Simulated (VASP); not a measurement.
# HfB2 (P6/mmm) in VASP: a series of runs

Runs on HfB2. Level: r2SCAN. Tasks: relaxation of shape and atoms at fixed volume.

Program: VASP 6.6.1. These are calculated values, not measurements. Logs are shortened: lines on timing, memory, paths and dates and some standing lists are left out, and cuts for length are marked.

## Step 1: The cell of the first run

It takes space group P6/mmm (No. 191, hexagonal). Conventional cell: a = 3.104 Å, b = 3.104 Å, c = 3.446 Å, α = 90.00°, β = 90.00°, γ = 120.00°. Hf (site symmetry 6/mmm) has 12 B at 2.49 Å and 6 Hf at 3.10 Å within 3.3 Å. Within 2.5 Å of B (site symmetry -6m2) lie 3 B at 1.79 Å and 6 Hf at 2.49 Å.

## Step 2: Relaxation of shape and atoms at fixed volume, r2SCAN (9.59 Å³/atom)

POSCAR

```
HfB2
1.0
    3.1042442788      0.0000000000      0.0000000000
   -1.5521221394      2.6883544050      0.0000000000
    0.0000000000      0.0000000000      3.4456697151
Hf B
1 2
Direct
    0.0000000000      0.0000000000      0.0000000000
    0.3333333333      0.6666666667      0.5000000000
    0.6666666667      0.3333333333      0.5000000000
```

INCAR.step1

```
PREC     = Accurate       # precision mode
ENCUT    = 600            # plane-wave cutoff, eV
ISMEAR   = 0              # smearing method
SIGMA    = 0.1            # smearing width, eV
LREAL    = F              # projectors in reciprocal space
LASPH    = T              # aspherical terms in the spheres
NELM     = 80             # most SCF steps
GGA      = PE             # functional
ALGO     = Normal         # electronic algorithm
EDIFF    = 1E-4           # SCF threshold, eV
LWAVE    = T              # write WAVECAR
LCHARG   = F              # write CHGCAR
```

INCAR.step2

```
PREC     = Accurate       # precision mode
ENCUT    = 600            # plane-wave cutoff, eV
EDIFF    = 1E-6           # SCF threshold, eV
ISMEAR   = 0              # smearing method
SIGMA    = 0.1            # smearing width, eV
LREAL    = F              # projectors in reciprocal space
LASPH    = T              # aspherical terms in the spheres
NELM     = 80             # most SCF steps
ALGO     = Normal         # electronic algorithm
ISIF     = 4              # what is computed and relaxed
LWAVE    = F              # write WAVECAR
LCHARG   = F              # write CHGCAR
METAGGA  = R2SCAN         # meta-GGA
LMIXTAU  = T            
IBRION   = 2              # ionic algorithm
NSW      = 50             # ionic steps
EDIFFG   = -0.01          # ionic threshold
ISTART   = 1
```

KPOINTS

```
Automatic mesh
0
Gamma
  15 15 12
```

Potentials or basis: VASP PAW PBE potentials, release 64 (Hf_pv, B).

The run is started by

```console
> cat potpaw_PBE.64/Hf_pv/POTCAR potpaw_PBE.64/B/POTCAR > POTCAR
> cp INCAR.step1 INCAR
> mpirun -np 1 vasp_std > vasp.out
> cp INCAR.step2 INCAR
> mpirun -np 1 vasp_std > vasp.out
```

OUTCAR:

```text
PREC = Accurate
   ENCUT = 600
   EDIFF = 1E-6
   ISMEAR = 0
   LREAL = F
   LASPH = T
   NELM = 80
   ISIF = 4
   METAGGA = R2SCAN
   IBRION = 2
   NSW = 50
   EDIFFG = -0.01
   ISTART = 1

 ion  position               nearest neighbor table
   1  0.000  0.000  0.000-   2 2.49   3 2.49   2 2.49   3 2.49   3 2.49   3 2.49   2 2.49   2 2.49
                             3 2.49   3 2.49   2 2.49   2 2.49
   2  0.333  0.667  0.500-   3 1.79   3 1.79   3 1.79   1 2.49   1 2.49   1 2.49   1 2.49   1 2.49
                             1 2.49
   3  0.667  0.333  0.500-   2 1.79   2 1.79   2 1.79   1 2.49   1 2.49   1 2.49   1 2.49   1 2.49
                             1 2.49

  LATTYP: Found a hexagonal cell.
 ALAT       =     3.1042442788
 C/A-ratio  =     1.1099866523

  Lattice vectors:

 A1 = (   3.1042442788,   0.0000000000,   0.0000000000)
 A2 = (  -1.5521221394,   2.6883544050,   0.0000000000)
 A3 = (   0.0000000000,   0.0000000000,   3.4456697151)

Analysis of symmetry for initial positions (statically):
=====================================================================
 Subroutine PRICEL returns:
 Original cell was already a primitive cell.

 Routine SETGRP: Setting up the symmetry group for a
 hexagonal supercell.

 Subroutine GETGRP returns: Found 24 space group operations
 (whereof 24 operations were pure point group operations)
 out of a pool of 24 trial point group operations.

The static configuration has the point symmetry D_6h.

Analysis of symmetry for dynamics (positions and initial velocities):
=====================================================================
 Subroutine PRICEL returns:
 Original cell was already a primitive cell.

 Routine SETGRP: Setting up the symmetry group for a
 hexagonal supercell.

 Subroutine GETGRP returns: Found 24 space group operations
 (whereof 24 operations were pure point group operations)
 out of a pool of 24 trial point group operations.

The dynamic configuration has the point symmetry D_6h.

 Subroutine INISYM returns: Found 24 space group operations
 (whereof 24 operations are pure point group operations),
 and found     1 'primitive' translations

----------------------------------------------------------------------------------------

                                     Primitive cell
[... 157 lines left out ...]
  energy-cutoff  :      600.00
  volume of cell :       28.76
      direct lattice vectors                 reciprocal lattice vectors
     3.104244279  0.000000000  0.000000000     0.322139597  0.185987383  0.000000000
    -1.552122139  2.688354405  0.000000000     0.000000000  0.371974766  0.000000000
     0.000000000  0.000000000  3.445669715     0.000000000  0.000000000  0.290219343

 POSITION                                       TOTAL-FORCE (eV/Angst)
 -----------------------------------------------------------------------------------
      0.00000      0.00000      0.00000        -0.000000      0.000000      0.000000
     -0.00000      1.79224      1.72283        -0.000000     -0.000000      0.000000
      1.55212      0.89612      1.72283         0.000000      0.000000     -0.000000
 -----------------------------------------------------------------------------------
    total drift:                               -0.000000      0.000000      0.000000

  FREE ENERGIE OF THE ION-ELECTRON SYSTEM (eV)
  ---------------------------------------------------
  free  energy   TOTEN  =       -63.0730653840 eV

  energy  without entropy=      -63.0721231166  energy(sigma->0) =      -63.07259425

--------------------------------------- Ionic step        2  -------------------------------------------

 number of electron      16.0000001 magnetization

 Free energy of the ion-electron system (eV)
  ---------------------------------------------------
  ext. energy  EPLUGINS =         0.00000000
  ---------------------------------------------------
  free energy    TOTEN  =       -63.07317215 eV

  energy without entropy =      -63.07219487  energy(sigma->0) =      -63.07268351

 E-fermi :   8.0147     XC(G=0): -13.7241

 val. band max:        7.9430202740   @ k =   0.4000   0.1333   0.0000
 cond. band min:       8.0162117828   @ k =   0.0667   0.0667   0.4167
 fundamental gap:      0.0731915088
 Fermi energy:         8.0146656453

 k-point     1 :       0.0000    0.0000    0.0000
  band No.  band energies     occupation
      1     -23.7924      2.00000
      2     -23.2383      2.00000
      3     -23.2383      2.00000
      4      -6.8978      2.00000
      5       4.7889      2.00000
      6       4.8425      2.00000
      7       4.8425      2.00000
      8       4.9151      2.00000
      9      12.3750      0.00000
     10      12.3750      0.00000
     11      13.1120      0.00000
     12      13.1120      0.00000
[... 331 lines left out ...]
 k-point    24 :       0.4000    0.2000    0.0000
  band No.  band energies     occupation
      1     -24.0128      2.00000
      2     -23.6370      2.00000
      3     -23.6215      2.00000
      4      -1.8432      2.00000
      5      -1.5791      2.00000
      6       1.4000      2.00000
      7       4.0869      2.00000
      8       6.8103      2.00000
      9       7.7182      1.99997
     10      11.1567      0.00000
     11      13.0245      0.00000
     12      15.4332      0.00000

 [... further k-points ...]
[... 5 lines left out ...]
  --------------------------------------------------------------------------------------
  -------------------------------------------------------------------------------------
  Total        1.3731073      1.3731073      1.3967169      0.0000000      0.0000000      0.0000000
  in kB       76.5066181     76.5066181     77.8220945      0.0000000      0.0000000      0.0000000
  external PRESSURE =      76.9451103 kB  Pullay stress =       0.0000000 kB

 VOLUME and BASIS-vectors are now :
 -----------------------------------------------------------------------------
  energy-cutoff  :      600.00
  volume of cell :       28.76
      direct lattice vectors                 reciprocal lattice vectors
     3.106859587  0.000000000  0.000000000     0.321868424  0.185830821 -0.000000000
    -1.553429794  2.690619329  0.000000000     0.000000000  0.371661643 -0.000000000
     0.000000000  0.000000000  3.439871129     0.000000000 -0.000000000  0.290708565

 POSITION                                       TOTAL-FORCE (eV/Angst)
 -----------------------------------------------------------------------------------
      3.10686      0.00000      0.00000        -0.000000     -0.000000      0.000000
     -0.00000      1.79375      1.71994         0.000000     -0.000000     -0.000000
      1.55343      0.89687      1.71994         0.000000      0.000000      0.000000
 -----------------------------------------------------------------------------------
    total drift:                               -0.000000      0.000000     -0.000000

  FREE ENERGIE OF THE ION-ELECTRON SYSTEM (eV)
  ---------------------------------------------------
  free  energy   TOTEN  =       -63.0731721545 eV

  energy  without entropy=      -63.0721948689  energy(sigma->0) =      -63.07268351

 reached required accuracy - stopping structural energy minimisation
```

OUTCAR.step1:

```text
PREC = Accurate
   ENCUT = 600
   ISMEAR = 0
   LREAL = F
[... 590 lines left out ...]
      0.00000      0.00000      0.00000        -0.000000      0.000000     -0.000000
     -0.00000      1.79224      1.72283         0.000000      0.000000     -0.000000
      1.55212      0.89612      1.72283        -0.000000     -0.000000      0.000000
 -----------------------------------------------------------------------------------
    total drift:                               -0.000000      0.000000      0.000000

  FREE ENERGIE OF THE ION-ELECTRON SYSTEM (eV)
  ---------------------------------------------------
  free  energy   TOTEN  =       -26.3708089271 eV

  energy  without entropy=      -26.3697259230  energy(sigma->0) =      -26.37026743
```

OSZICAR.step1:

```text
N       E                     dE             d eps       ncg     rms          rms(c)
DAV:   1     0.335020148931E+02    0.33502E+02   -0.92195E+03  4536   0.143E+03
DAV:   2    -0.268462007064E+02   -0.60348E+02   -0.56604E+02  5632   0.260E+02
DAV:   3    -0.287831486460E+02   -0.19369E+01   -0.19035E+01  5956   0.349E+01
DAV:   4    -0.287990275696E+02   -0.15879E-01   -0.15837E-01  5524   0.333E+00
DAV:   5    -0.287991893840E+02   -0.16181E-03   -0.16175E-03  5848   0.274E-01    0.554E+01
DAV:   6    -0.264908351761E+02    0.23084E+01   -0.52332E+00  5496   0.154E+01    0.404E+01
DAV:   7    -0.264500718300E+02    0.40763E-01   -0.17494E+00  5720   0.929E+00    0.118E+01
DAV:   8    -0.263762153296E+02    0.73857E-01   -0.52082E-01  5360   0.515E+00    0.193E+00
DAV:   9    -0.263708954363E+02    0.53199E-02   -0.37465E-02  5276   0.153E+00    0.279E-01
DAV:  10    -0.263708052159E+02    0.90220E-04   -0.10415E-03  5588   0.289E-01    0.374E-01
DAV:  11    -0.263708089271E+02   -0.37113E-05   -0.87927E-05  3216   0.823E-02
   1 F= -.26370809E+02 E0= -.26370267E+02  d E =-.108300E-02
```

Run time: 5.3 min. Hardware: 1 thread of Oxide Virtual Turin-like, shared host; peak memory 0.21 GiB.

Results:

* Free energy: -63.0732 eV
* Energy gained by relaxing: 0.0 meV/atom
* Ionic steps: 2
* Pressure after relaxing: 7.7 GPa
* Band gap on the k mesh: zero (bands 8 and 9 overlap by 1.11 eV)

Stress tensor (GPa, compression positive):
```
7.65 0.00 0.00
0.00 7.65 0.00
0.00 0.00 7.78
```

The path:
| step | energy change (eV) | largest force (eV/Å) | pressure (GPa) | volume (Å³) |
| --- | --- | --- | --- | --- |
| 1 | 0.0000 | 0.0000 | 7.75 | 28.76 |
| 2 | -0.0001 | 0.0000 | 7.69 | 28.76 |

Final structure:
```
CELL_PARAMETERS angstrom
3.10686 0.00000 0.00000
-1.55343 2.69062 0.00000
0.00000 0.00000 3.43987
ATOMIC_POSITIONS crystal
Hf 0.00000 0.00000 0.00000
B 0.33333 0.66667 0.50000
B 0.66667 0.33333 0.50000
```

Levels at points of the mesh, in eV from the Fermi level:
| k point | band 6 | band 7 | band 8 | band 9 | band 10 | band 11 |
| --- | --- | --- | --- | --- | --- | --- |
| (0.00, 0.00, 0.00) | -3.17 | -3.17 | -3.10 | 4.36 | 4.36 | 5.10 |
| (0.00, 0.00, 0.50) | -1.33 | -1.33 | 0.29 | 0.29 | 1.07 | 1.07 |

Caveat: the PAW data sets were made with another functional, which shifts forces and pressure a little; spin-orbit coupling is left out, which moves the levels of the heavy elements.

## Step 3: Relaxation of shape and atoms at fixed volume, r2SCAN (10.18 Å³/atom)

This run uses another cell than the first one, of 10.18 Å³/atom.

POSCAR

```
HfB2
1.0
    3.1669731851      0.0000000000      0.0000000000
   -1.5834865925      2.7426792314      0.0000000000
    0.0000000000      0.0000000000      3.5152979638
Hf B
1 2
Direct
    0.0000000000      0.0000000000      0.0000000000
    0.3333333333      0.6666666667      0.5000000000
    0.6666666667      0.3333333333      0.5000000000
```

INCAR.step1

```
SYSTEM = HfB2
PREC     = Accurate       ! precision mode
ENCUT    = 600            ! plane-wave cutoff, eV
ISMEAR   = 0              ! smearing method
SIGMA    = 0.1            ! smearing width, eV
LREAL    = .FALSE.        ! projectors in reciprocal space
LASPH    = .TRUE.         ! aspherical terms in the spheres
NELM     = 60             ! most SCF steps
GGA      = PE             ! functional
ALGO     = Normal         ! electronic algorithm
EDIFF    = 1E-4           ! SCF threshold, eV
LWAVE    = .TRUE.         ! write WAVECAR
LCHARG   = .FALSE.        ! write CHGCAR
```

INCAR.step2

```
SYSTEM = HfB2
PREC     = Accurate       ! precision mode
ENCUT    = 600            ! plane-wave cutoff, eV
EDIFF    = 1E-6           ! SCF threshold, eV
ISMEAR   = 0              ! smearing method
SIGMA    = 0.1            ! smearing width, eV
LREAL    = .FALSE.        ! projectors in reciprocal space
LASPH    = .TRUE.         ! aspherical terms in the spheres
NELM     = 60             ! most SCF steps
ALGO     = Normal         ! electronic algorithm
ISIF     = 4              ! what is computed and relaxed
LWAVE    = .FALSE.        ! write WAVECAR
LCHARG   = .FALSE.        ! write CHGCAR
METAGGA  = R2SCAN         ! meta-GGA
LMIXTAU  = .TRUE.       
IBRION   = 2              ! ionic algorithm
NSW      = 50             ! ionic steps
EDIFFG   = -0.01          ! ionic threshold
ISTART   = 1
```

KPOINTS

```
Automatic mesh
0
G
  15 15 12
  0 0 0
```

Potentials or basis: VASP PAW PBE potentials, release 64 (Hf_pv, B).

The run is started by

```console
> cat potpaw_PBE.64/Hf_pv/POTCAR potpaw_PBE.64/B/POTCAR > POTCAR
> cp INCAR.step1 INCAR
> mpirun -np 1 vasp_std > vasp.out
> cp INCAR.step2 INCAR
> mpirun -np 1 vasp_std > vasp.out
```

Run time: 6.2 min. Hardware: 1 thread of Oxide Virtual Turin-like, shared host; peak memory 0.21 GiB.

It converged, with:

| Item | Value |
| --- | --- |
| Free energy | -63.0697 eV |
| Energy gained by relaxing | 0.1 meV/atom |
| Ionic steps | 2 |
| Pressure after relaxing | -7.8 GPa |
| Band gap on the k mesh | zero (bands 8 and 9 overlap by 1.09 eV) |

Stress tensor (GPa, compression positive):
```
-7.80  0.00  0.00
 0.00 -7.80  0.00
 0.00  0.00 -7.89
```

The path:
```
step  energy change (eV)  largest force (eV/Å)  pressure (GPa)  volume (Å³)
   1              0.0000                0.0000           -7.92        30.53
   2             -0.0002                0.0000           -7.83        30.53
```

Final structure:
```
Hf B
1.0
     3.16361    0.00000    0.00000
    -1.58180    2.73976    0.00000
     0.00000    0.00000    3.52278
Hf B
1 2
Direct
  0.00000 0.00000 0.00000
  0.33333 0.66667 0.50000
  0.66667 0.33333 0.50000
```

Levels at points of the mesh, in eV from the Fermi level:
| k point | band 5 | band 6 | band 7 | band 8 | band 9 | band 10 | band 11 | band 12 |
| --- | --- | --- | --- | --- | --- | --- | --- | --- |
| (0.00, 0.00, 0.00) | -3.17 | -3.11 | -3.00 | -3.00 | 4.06 | 4.06 | 4.70 | 4.70 |
| (0.00, 0.00, 0.50) | -8.79 | -1.29 | -1.29 | 0.34 | 0.34 | 1.02 | 1.02 | 2.20 |

Caveat: the PAW data sets were made with another functional, which shifts forces and pressure a little; spin-orbit coupling is left out, which moves the levels of the heavy elements.

The gap in the log of VASP goes by the Fermi energy; the results here count the filled bands.